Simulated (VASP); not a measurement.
Runs of VASP 6.6.1 on SiCl. The structure is that of space group Fd-3m (No. 227), or close to it. The cells are those of the table. 

| task | cell | k mesh | cutoff (eV) | gap on the mesh (eV) | pressure (GPa) | relaxed volume (Å³/atom) |
| --- | --- | --- | --- | --- | --- | --- |
| single point | a = 4.707 Å, angles 60.0°, 4 atoms | 4 × 4 × 4 | 520 | none | 0.2 | - |
| relaxation of cell and atoms | relaxed from a = 4.987 Å, angles 60.0°, 4 atoms | 4 × 4 × 4 | 600 | none | -0.2 | 18.57 |
| relaxation of cell and atoms | relaxed from a = 4.707 Å, angles 60.0°, 4 atoms | 12 × 12 × 12 | 600 | none | 0.1 | (a) |
| single point | a = 4.718 Å, angles 60.0°, 4 atoms | 12 × 12 × 12 | 520 | none | -0.1 | - |
| single point | a = 4.987 Å, angles 60.0°, 4 atoms | 4 × 4 × 4 | 520 | none | (b) | - |

Alike in all rows: level PBE; potentials or basis VASP PAW PBE potentials, release 64 (Si, Cl); no spin polarisation; smearing gaussian 0.1 eV.

Q: Fill in the values left out.

A: (a) 18.54; (b) -6.3.

Caveats: some runs use coarse meshes; the volume moved by over 15 % at a fixed basis, so the end points are rough (at least some runs).

A gap of «none» marks levels without a gap at the run's occupations.
